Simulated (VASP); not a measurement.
Wanted: the native input for a VASP 6.6.1 run.

- Task: single point
- Functional: r2SCAN
- Potentials or basis: VASP PAW PBE potentials, release 64 (Ta_pv)
- Cutoff: 520 eV
- k mesh: 12 × 12 × 12
- Occupations: methfessel-paxton, width 0.05 eV
- Spin: no spin polarisation
- Dipole correction: no
- Further INCAR settings: ALGO = Normal; EDIFF = 1e-06; NBANDS = 18

The system is Ta.

```
CELL_PARAMETERS angstrom
0.00000 3.02766 3.02766
3.02766 0.00000 3.02766
3.02766 3.02766 0.00000
ATOMIC_POSITIONS crystal
Ta 0.00000 0.00000 0.00000
Ta 0.25000 0.25000 0.25000
```

These files were run (other wordings do the same):

POSCAR

```
Ta
1.0
    0.0000000000      3.0276599662      3.0276599662
    3.0276599662      0.0000000000      3.0276599662
    3.0276599662      3.0276599662      0.0000000000
Ta
2
Direct
    1.0000000000      1.0000000000      1.0000000000
    0.2500000000      0.2500000000      0.2500000000
```

INCAR.step1

```
  PREC = Accurate
  ENCUT = 520
  ISMEAR = 1
  SIGMA = 0.05
  LREAL = False
  LASPH = True
  NELM = 100
  NBANDS = 18
  GGA = PE
  ALGO = Normal
  EDIFF = 1E-4
  LWAVE = True
  LCHARG = False
```

INCAR.step2

```
  PREC = Accurate
  ENCUT = 520
  EDIFF = 1E-6
  ISMEAR = 1
  SIGMA = 0.05
  LREAL = False
  LASPH = True
  NELM = 100
  ALGO = Normal
  ISIF = 2
  LWAVE = False
  LCHARG = True
  METAGGA = R2SCAN
  LMIXTAU = True
  LELF = True
  LVHAR = True
  NBANDS = 18
  ISTART = 1
```

KPOINTS

```
Automatic mesh
0
Gamma
  12 12 12
```

Potentials or basis: VASP PAW PBE potentials, release 64 (Ta_pv).

Command:

```sh
$ cat potpaw_PBE.64/Ta_pv/POTCAR > POTCAR
$ cp INCAR.step1 INCAR
$ mpirun -np 1 vasp_std > vasp.out
$ cp INCAR.step2 INCAR
$ mpirun -np 1 vasp_std > vasp.out
```

It gave:

| Property | Result |
| --- | --- |
| Pressure | 0.3 GPa |
| Band gap on the k mesh | zero (band 11 reaches 2.81 eV, above the bottom of band 12 at 1.65 eV) |

Caveat: the PAW data sets were made with another functional, which shifts forces and pressure a little; spin-orbit coupling is left out, which moves the levels of the heavy elements.

It took 100 s on 1 thread of Intel Xeon 6975P-C, with other jobs on the host, peak memory 0.22 GiB.
